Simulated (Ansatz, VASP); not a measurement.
Ti: VASP beside Ansatz

The input INCAR:

```
  ALGO = Normal
  EDIFF = 1E-8
  ENCUT = 400
  GGA = PE
  GGA_COMPAT = F
  ISIF = 2
  ISMEAR = -1
  LASPH = T
  LCHARG = F
  LEFG = T
  LREAL = F
  LWAVE = F
  NBANDS = 19
  NELM = 120
  PREC = Accurate
  SIGMA = 0.08
```

Contents of KPOINTS:

```
k-points
0
Gamma
  13 13 7
```

The input POSCAR:

```
Ti
1.0
    2.9204978818      0.0000000000      0.0000000000
   -1.4602489409      2.5292253573      0.0000000000
    0.0000000000      0.0000000000      4.6860000000
Ti
2
Direct
    0.3333333333      0.6666666667      0.2500000000
    0.6666666667      0.3333333333      0.7500000000
```

Input for Ansatz:

```yaml
crystal:
  lattice:
    - [2.9204978818, 0.0, 0.0]
    - [-1.4602489409, 2.5292253573, 0.0]
    - [0.0, 0.0, 4.686]
  atoms:
    - { symbol: Ti, position: [0.3333333333, 0.6666666667, 0.25] }
    - { symbol: Ti, position: [0.6666666667, 0.3333333333, 0.75] }
kpoints:
  mp_grid: { grid: [13, 13, 7] }
scf:
  occupations: { method: fermi_dirac, width: 0.08 }
hamiltonian:
  xc: pbe
  pseudopotentials: { kind: paw }
output:
  forces: true
  stress: true
  eigenvalues: true
  efg: { contact_densities: true }
```

Change from the starting cell: equal xx and yy strain of -1 %, PAW files.

Alike in both runs: task electric field gradients; functional PBE; k mesh 13 × 13 × 7; occupations fermi-dirac, width 0.08 eV; no spin polarisation.

|  | VASP | Ansatz |
| --- | --- | --- |
| version | VASP 6.6.1 | Ansatz 0.2.0 |
| potentials or method | VASP PAW PBE potentials, release 64 (Ti_sv) | PAW with Ansatz's default frozen-core files, scalar-relativistic |
| plane-wave cutoff (eV) | 400 | 420 |
| valence electrons in the cell | 24 | 24 |

```csv
,VASP,Ansatz,Ansatz less VASP
pressure (GPa),-0.4,0.6,+1.04
"traceless stress, the component that is largest in VASP (GPa)",-0.96,-0.98,-0.013
size of Vzz on the site where it differs most (V/Å²),15.3,17.0,+1.69
```
